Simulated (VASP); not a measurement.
Input of a VASP 6.6.1 run:

File POSCAR:

```
CdTe
1.0
    0.0000000000      3.1795597148      3.2287281640
    3.1795597148      0.0000000000      3.2287281640
    3.1795597148      3.1795597148      0.0000000000
Cd Te
1 1
Direct
    0.0000000000      0.0000000000      0.0000000000
    0.7500000000      0.7500000000      0.7500000000
```

The input INCAR.step1:

```
SYSTEM = CdTe
ALGO = Normal ; EDIFF = 1E-4
ENCUT = 520 ; GGA = PE
ISMEAR = 0 ; LASPH = .True.
LCHARG = .False. ; LREAL = .False.
LWAVE = .True. ; NBANDS = 16
NELM = 80 ; PREC = Accurate
SIGMA = 0.05
```

INCAR.step2

```
SYSTEM = CdTe
ALGO = Normal ; EDIFF = 1E-6
ENCUT = 520 ; ISIF = 2
ISMEAR = 0 ; ISTART = 1
LASPH = .True. ; LCHARG = .False.
LMIXTAU = .True. ; LREAL = .False.
LWAVE = .False. ; METAGGA = R2SCAN
NBANDS = 16 ; NELM = 80
PREC = Accurate ; SIGMA = 0.05
```

KPOINTS

```
k-points
0
Gamma
  8 8 8
  0 0 0
```

Potentials or basis: VASP PAW PBE potentials, release 64 (Cd, Te).

Launch:

```sh
$ cat potpaw_PBE.64/Cd/POTCAR potpaw_PBE.64/Te/POTCAR > POTCAR
$ cp INCAR.step1 INCAR
$ mpirun -np 1 vasp_std > vasp.out
$ cp INCAR.step2 INCAR
$ mpirun -np 1 vasp_std > vasp.out
```

Task: Estimate the pressure.

Result: 3.9 GPa.

Task: Estimate the band gap on the k mesh.

Result: 1.39 eV.

Stress tensor (GPa, compression positive):
```
3.93 0.00 0.00
0.00 3.93 0.00
0.00 0.00 3.70
```

Caveat: the cell differs from its parent crystal (strain -0.030 along x and y, -0.015 along z); the cell stands under pressure; the PAW data sets were made with another functional, which shifts forces and pressure a little; spin-orbit coupling is left out, which moves the levels of the heavy elements.
